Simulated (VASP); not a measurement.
# Si32O (a cell with a defect) in VASP: single point with PBE

Aim: the single point of Si32O (a cell with a defect) with PBE.

Everything below comes from runs of VASP 6.6.1. Logs are shortened: lines on timing, memory, paths and dates and some standing lists are left out, and cuts for length are marked.

**1. The cell of the first run**

The cell holds a defect, 33 atoms: a = 9.220 Å, b = 9.220 Å, c = 9.992 Å, α = 116.09°, β = 116.09°, γ = 92.69°.

**2. Single point, PBE**

Contents of INCAR:

```
ALGO = Normal ; EDIFF = 1E-6
ENCUT = 520 ; GGA = PE
ISIF = 2 ; ISMEAR = 0
LASPH = T ; LCHARG = F
LREAL = Auto ; LWAVE = F
NBANDS = 89 ; NELM = 60
PREC = Accurate ; SIGMA = 0.02
```

Contents of KPOINTS:

```
Automatic mesh
0
Gamma
  2 2 2
  0.5 0.5 0.5
```

Contents of POSCAR:

```
Si32O
1.0
   -5.7769209609      3.3353068718      6.3650226989
    5.7769209609     -3.3353068718      6.3650226989
    3.8512806405      6.6706137437     -6.3650226989
Si O
32 1
Direct
    0.2351279863      0.0712133863      0.2404936891
    0.7452697555      0.5831500813      0.2613843649
    0.1152229155      0.4363204931      0.4945323000
    0.6037885267      0.9553509374      0.4947247211
    0.4904962116      0.3275094090      0.7503906222
    1.0320150132      0.8033970492      0.7528443598
    0.8560032718      0.2151884498      0.0081818439
    0.3754479406      0.6909757969      1.0080365145
    0.3216961158      0.4886120573      0.2499843269
    0.8222274147      0.9890139854      0.2493750140
    0.2012611978      0.8648891899      0.4947742635
    0.6984499267      0.3653887560      0.5006672425
    0.5580951919      0.7414341801      0.7489252083
    0.0731418137      0.2319412980      0.7500156962
    0.9485383111      0.6147896439      0.9985464655
    0.4550109629      0.1195101877      0.0043810000
    0.4268581350      0.2603650198      0.2491577885
    0.9281823777      0.7615847974      0.2501562839
    0.2938970897      0.6302320596      0.4950024785
    0.8020887236      0.1352103509      0.5008494134
    0.6767767960      0.5176772836      0.7499269925
    0.1916820933      0.0074788144      0.7489121287
    0.0497527510      0.3836052836     -0.0015349942
    0.5495886068      0.8849991593      1.0041996701
    0.5150552193      0.6790074132      0.2611173343
    0.0046791351      0.1702141582      0.2407345353
    0.3784458583      0.0589293071      0.4941748057
    0.8900357404      0.5401963819      0.4949440202
    0.7204938554      0.9504554476      0.7528402441
    0.2590591704      0.4233283724      0.7503786594
    0.1510958308      0.7935904977      1.0079187817
    0.6321204593      0.3181659617      0.0084647993
   -0.1105646419     -0.1085347834     -0.2235732507
```

Potentials or basis: VASP PAW PBE potentials, release 64 (Si, O).

The run is started by

```
$ cat potpaw_PBE.64/Si/POTCAR potpaw_PBE.64/O/POTCAR > POTCAR
$ mpirun -np 1 vasp_std > vasp.out
```

OUTCAR:

```text
EDIFF = 1E-6
   ENCUT = 520
   GGA = PE
   ISIF = 2
   ISMEAR = 0
   LASPH = T
   LREAL = Auto
   NELM = 60
   PREC = Accurate

 ion  position               nearest neighbor table
   1  0.235  0.071  0.240-  27 2.35  26 2.35  31 2.36  17 2.37
   2  0.745  0.583  0.261-  32 2.34  25 2.34  28 2.35  18 2.37
   3  0.115  0.436  0.495-  28 2.33  26 2.35  30 2.37  19 2.37
   4  0.604  0.955  0.495-  27 2.33  29 2.34  25 2.35  20 2.37
   5  0.490  0.328  0.750-  30 2.35  32 2.37  27 2.37  21 2.40
   6  0.032  0.803  0.753-  33 1.63  31 2.34  28 2.34  22 2.36
[... 24 lines left out ...]
  31  0.151  0.794  0.008-   8 2.31   6 2.34   1 2.36  15 2.37
  32  0.632  0.318  0.008-   7 2.31   2 2.34   5 2.37  16 2.37
  33  0.889  0.891  0.776-  29 1.63   6 1.63

  LATTYP: Found a face centered orthorhombic cell.
 ALAT       =    12.7300453978
 B/A-ratio  =     1.0480109906
 C/A-ratio  =     1.2101388550

  Lattice vectors:

 A1 = (   9.6282016014,   3.3353068719,   0.0000000000)
 A2 = (   3.8512806405,   6.6706137437,   6.3650226989)
 A3 = (   5.7769209609,  -3.3353068718,   6.3650226989)

Analysis of symmetry for initial positions (statically):
=====================================================================
 Subroutine PRICEL returns:
 Original cell was already a primitive cell.

 Routine SETGRP: Setting up the symmetry group for a
 face centered orthorhombic supercell.

 Subroutine GETGRP returns: Found  1 space group operations
 (whereof  1 operations were pure point group operations)
 out of a pool of  8 trial point group operations.

The static configuration has the point symmetry C_1 .

Analysis of symmetry for dynamics (positions and initial velocities):
=====================================================================
 Subroutine PRICEL returns:
 Original cell was already a primitive cell.

 Routine SETGRP: Setting up the symmetry group for a
 face centered orthorhombic supercell.

 Subroutine GETGRP returns: Found  1 space group operations
 (whereof  1 operations were pure point group operations)
 out of a pool of  8 trial point group operations.

The dynamic configuration has the point symmetry C_1 .

 Subroutine INISYM returns: Found  1 space group operations
 (whereof  1 operations are pure point group operations),
 and found     1 'primitive' translations

----------------------------------------------------------------------------------------

                                     Primitive cell

  volume of cell :     654.0801

  direct lattice vectors                    reciprocal lattice vectors
    -5.776920961  3.335306872  6.365022699    -0.032456736  0.093694527  0.078554315
     5.776920961 -3.335306872  6.365022699     0.097370209  0.018738905  0.078554315
     3.851280641  6.670613744 -6.365022699     0.064913473  0.112433432  0.000000000

  length of vectors
     9.220119396  9.220119396  9.992145127     0.126502508  0.126502508  0.129826945

  position of ions in fractional coordinates (direct lattice)
     0.235127986  0.071213386  0.240493689
     0.745269755  0.583150081  0.261384365
     0.115222915  0.436320493  0.494532300
     0.603788527  0.955350937  0.494724721
     0.490496212  0.327509409  0.750390622
     0.032015013  0.803397049  0.752844360
[... 25 lines left out ...]
     0.632120459  0.318165962  0.008464799
     0.889435358  0.891465217  0.776426749

  ion indices of the primitive-cell ions
   primitive index   ion index
                 1           1
                 2           2
                 3           3
                 4           4
                 5           5
                 6           6
[... 25 lines left out ...]
                32          32
                33          33

----------------------------------------------------------------------------------------

 KPOINTS: Automatic mesh

Automatic generation of k-mesh.
 Grid dimensions read from file:
 generate k-points for:    2    2    2

 Generating k-lattice:

  Cartesian coordinates                     Fractional coordinates (reciprocal lattice)
    -0.016228368  0.046847264  0.039277158     0.500000000  0.000000000 -0.000000000
     0.048685104  0.009369453  0.039277158     0.000000000  0.500000000  0.000000000
     0.032456736  0.056216716  0.000000000     0.000000000  0.000000000  0.500000000

  Length of vectors
     0.063251254  0.063251254  0.064913473

  Shift w.r.t. Gamma in fractional coordinates (k-lattice)
     0.500000000  0.500000000  0.500000000

 Subroutine IBZKPT returns following result:
 ===========================================

 Found      4 irreducible k-points:

 Following reciprocal coordinates:
            Coordinates               Weight
  0.250000  0.250000  0.250000      2.000000
 -0.250000  0.250000  0.250000      2.000000
 -0.250000  0.250000 -0.250000      2.000000
 -0.250000 -0.250000  0.250000      2.000000
   k-points           NKPTS =      4   k-points in BZ     NKDIM =      4   number of bands    NBANDS=     89
   number of dos      NEDOS =    301   number of ions     NIONS =     33
   total plane-waves  NPLWV = 392000
   dimension x,y,z NGX =    70 NGY =   70 NGZ =   80
   dimension x,y,z NGXF=   140 NGYF=  140 NGZF=  160
   ions per type =              32   1
   NGX,Y,Z   is equivalent  to a cutoff of  12.62, 12.62, 13.31 a.u.
   NGXF,Y,Z  is equivalent  to a cutoff of  25.24, 25.24, 26.62 a.u.
 SYSTEM =  unknown system
   PREC   = accura    normal or accurate (medium, high low for compatibility)
   ISTART =      0    job   : 0-new  1-cont  2-samecut
   ICHARG =      2    charge: 1-file 2-atom 10-const
   ISPIN  =      1    spin polarized calculation?
   LNONCOLLINEAR =      F non collinear calculations
   LSORBIT =      F    spin-orbit coupling
   LASPH  =      T    aspherical Exc in radial PAW
   ENCUT  =  520.0 eV  38.22 Ry    6.18 a.u.  17.14 17.14 18.58*2*pi/ulx,y,z
   NELM   =     60;   NELMIN=  2; NELMDL= -5     # of ELM steps
   EDIFF  = 0.1E-05   stopping-criterion for ELM
   LREAL  =      T    real-space projection
   EDIFFG = 0.1E-04   stopping-criterion for IOM
   NSW    =      0    number of steps for IOM
   IBRION =     -1    ionic relax: 0-MD 1-quasi-New 2-CG
   NFREE  =      0    steps in history (QN), initial steepest desc. (CG)
   ISIF   =      2    stress and relaxation
   ISYM   =      2    0-nonsym 1-usesym 2-fastsym
   POTIM  = 0.5000    time-step for ionic-motion
   TEBEG  =    0.0;   TEEND  =   0.0 temperature during run
   PSTRESS=    0.0 pullay stress
   NELECT =     134.0000    total number of electrons
   NUPDOWN=      -1.0000    fix difference up-down
   EMIN   =  10.00;   EMAX   =-10.00  energy-range for DOS
   EFERMI =   0.00;   METHOD = LEGACY
   ISMEAR =     0;   SIGMA  =   0.02  broadening in eV -4-tet -1-fermi 0-gaus
   EFERMI_NEDOS =   21; number of points for ismear=-14 and -15
   IALGO  =     38    algorithm
   IMIX   =      4    mixing-type and parameters
     AMIX     =   0.40;   BMIX     =  1.00
     AMIX_MAG =   1.60;   BMIX_MAG =  1.00
  volume/ion in A,a.u.               =      19.82       133.76
  Fermi-wavevector in a.u.,A,eV,Ry     =   0.965086  1.823749 12.672350  0.931391
  Thomas-Fermi vector in A             =   2.094773
   LORBIT       =      0    0 simple, 1 ext, 2 COOP (PROOUT), +10 PAW based schemes
   GGA     = PE    functional components
   LHFCALC =     F    Hartree Fock is set to
   AEXX    =    0.0000 exact exchange contribution
   IVDW    =     0    specifies the selected vdW correction
   LEPSILON=     F    determine dielectric tensor
   LRPA    =     F    only Hartree local field effects (RPA)
 non-spin polarized calculation
 Gauss-broadening in eV      SIGMA  =   0.02
  energy-cutoff  :      520.00
  volume of cell :      654.08
 maximum number of plane-waves:     17670
 NGX is ok and might be reduce to    70
   NGX = 35   NGY = 35   NGZ = 37

 number of electron     134.0000002 magnetization

 Free energy of the ion-electron system (eV)
  ---------------------------------------------------
  ext. energy  EPLUGINS =         0.00000000
  ---------------------------------------------------
  free energy    TOTEN  =      -180.65449855 eV

  energy without entropy =     -180.65449855  energy(sigma->0) =     -180.65449855

 E-fermi :   5.6722     XC(G=0):  -9.3739

 val. band max:        5.5337489248   @ k =  -0.2500  -0.2500   0.2500
 cond. band min:       6.4373739105   @ k =  -0.2500  -0.2500   0.2500
 fundamental gap:      0.9036249856
 Fermi energy:         5.6721519383

 k-point     1 :       0.2500    0.2500    0.2500
  band No.  band energies     occupation
      1     -14.6606      2.00000
      2      -5.5648      2.00000
      3      -5.4900      2.00000
      4      -5.3837      2.00000
      5      -5.0527      2.00000
      6      -4.5842      2.00000
[... 71 lines left out ...]
     78       8.1521      0.00000
     79       8.2836      0.00000

 k-point     2 :      -0.2500    0.2500    0.2500
  band No.  band energies     occupation
      1     -14.6606      2.00000
      2      -5.8651      2.00000
      3      -5.2350      2.00000
      4      -5.0800      2.00000
      5      -4.9035      2.00000
      6      -4.7479      2.00000
[... 71 lines left out ...]
     78       8.0686      0.00000
     79       8.2077      0.00000

 k-point     3 :      -0.2500    0.2500   -0.2500
  band No.  band energies     occupation
      1     -14.6606      2.00000
      2      -5.8651      2.00000
      3      -5.2348      2.00000
      4      -5.0799      2.00000
      5      -4.9037      2.00000
      6      -4.7478      2.00000
[... 71 lines left out ...]
     78       8.0684      0.00000
     79       8.2084      0.00000

 k-point     4 :      -0.2500   -0.2500    0.2500
  band No.  band energies     occupation
      1     -14.6606      2.00000
      2      -5.9366      2.00000
      3      -5.2781      2.00000
      4      -4.8306      2.00000
      5      -4.7940      2.00000
      6      -4.6348      2.00000
[... 71 lines left out ...]
     78       8.0941      0.00000
     79       8.2093      0.00000
 [bands above 79 left out]

------------------------ aborting loop because EDIFF is reached ----------------------------------------

  FORCE on cell =-STRESS in cart. coord.  units (eV):
  Direction    XX          YY          ZZ          XY          YZ          ZX
  --------------------------------------------------------------------------------------
  -------------------------------------------------------------------------------------
  Total       11.1781748      5.6141111      3.6367100     -4.8060416      2.0224794     -3.5303268
  in kB       27.3810797     13.7518357      8.9081669    -11.7724593      4.9540888     -8.6475800
  external PRESSURE =      16.6803608 kB  Pullay stress =       0.0000000 kB

 VOLUME and BASIS-vectors are now :
 -----------------------------------------------------------------------------
  energy-cutoff  :      520.00
  volume of cell :      654.08
      direct lattice vectors                 reciprocal lattice vectors
    -5.776920961  3.335306872  6.365022699    -0.032456736  0.093694527  0.078554315
     5.776920961 -3.335306872  6.365022699     0.097370209  0.018738905  0.078554315
     3.851280641  6.670613744 -6.365022699     0.064913473  0.112433432  0.000000000

 POSITION                                       TOTAL-FORCE (eV/Angst)
 -----------------------------------------------------------------------------------
     -0.02071      2.15095      0.41912         0.001690      0.001521     -0.000370
      0.07011      2.28431      6.79170        -0.002679      0.004809     -0.000530
      3.75954      2.22787      0.36288        -0.002021     -0.008810     -0.002900
      3.93627      2.12755      6.77502         0.008041     -0.004615     -0.006664
      1.94840      5.54918      0.43037         0.003633     -0.002206      0.000214
      7.35563      2.44914      0.52555        -0.023272      0.015480      0.016465
[... 25 lines left out ...]
     -1.78109      1.10360      5.99472        -0.005350     -0.004963     -0.001616
      3.00196      5.17247      6.39350        -0.003461     -0.001970     -0.003652
 -----------------------------------------------------------------------------------
    total drift:                                0.001451     -0.008421     -0.002721

  FREE ENERGIE OF THE ION-ELECTRON SYSTEM (eV)
  ---------------------------------------------------
  free  energy   TOTEN  =      -180.6544985533 eV

  energy  without entropy=     -180.6544985533  energy(sigma->0) =     -180.65449855
```

Run time: 14 min. Hardware: 1 thread of Oxide Virtual Turin-like, shared host; peak memory 0.75 GiB.

Results:

| Property | Result |
| --- | --- |
| Free energy | -180.6545 eV |
| Pressure | 1.7 GPa |
| Largest force | 0.032 eV/Å |
| Band gap on the k mesh | 0.90 eV |

Forces in eV/Å, atoms in the order of the input:
```
Si   0.002  0.002  0.000
Si  -0.003  0.005 -0.001
Si  -0.002 -0.009 -0.003
Si   0.008 -0.005 -0.007
Si   0.004 -0.002  0.000
Si  -0.023  0.015  0.016
Si   0.006 -0.004 -0.004
Si   0.005 -0.002  0.001
Si   0.001  0.003  0.001
Si  -0.001  0.001  0.006
Si  -0.002  0.003  0.001
Si   0.006  0.001 -0.001
Si   0.001  0.001  0.008
Si  -0.003 -0.002  0.000
Si   0.004 -0.003 -0.002
Si  -0.004  0.002 -0.002
Si   0.001  0.000 -0.002
Si  -0.002 -0.001  0.001
Si   0.001  0.002 -0.003
Si  -0.002  0.002  0.002
Si   0.001 -0.001 -0.001
Si   0.004  0.000 -0.007
Si  -0.001  0.000 -0.002
Si   0.002 -0.004 -0.003
Si  -0.002  0.000  0.000
Si   0.003  0.003  0.001
Si  -0.003 -0.001  0.004
Si  -0.006  0.004  0.007
Si   0.023 -0.009 -0.013
Si  -0.005  0.002  0.004
Si  -0.004  0.005  0.004
Si  -0.005 -0.005 -0.002
O   -0.003 -0.002 -0.004
```

Stress tensor (GPa, compression positive):
```
 2.74 -1.18 -0.86
-1.18  1.38  0.50
-0.86  0.50  0.89
```
